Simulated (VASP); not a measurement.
Input of a VASP 6.6.1 run:

File INCAR:

```
SYSTEM = Os
ALGO = Normal
EDIFF = 1E-7
ENCUT = 520
GGA = PE
ISIF = 2
ISMEAR = 0
LASPH = .TRUE.
LCHARG = .FALSE.
LREAL = .FALSE.
LWAVE = .FALSE.
NBANDS = 15
NELM = 80
PREC = Accurate
SIGMA = 0.1
```

The input KPOINTS:

```
k-points
0
G
  9 9 4
  0 0 0
```

Contents of POSCAR:

```
Os
1.0
    2.7461342319      0.0000000000      0.0000000000
   -1.3730671160      2.3782220071      0.0000000000
    0.0000000000      0.0000000000      4.3263142200
Os
2
Direct
    0.3333333300      0.6666666700      0.2500000000
    0.6666666700      0.3333333300      0.7500000000
```

Potentials or basis: VASP PAW PBE potentials, release 64 (Os).

Run with:

```bash
$ cat potpaw_PBE.64/Os/POTCAR > POTCAR
$ mpirun -np 1 vasp_std > vasp.out
```

Q: What does it give for the pressure?

A: 4.1 GPa.

Q: Estimate the band gap on the k mesh.

A: Zero (band 8 reaches 11.30 eV, above the bottom of band 9 at 7.53 eV).

Stress tensor (GPa, compression positive):
```
3.70 0.00 0.00
0.00 3.70 0.00
0.00 0.00 5.01
```

Caveat: the k points lie up to 0.36 Å⁻¹ apart; spin-orbit coupling is left out, which moves the levels of the heavy elements.
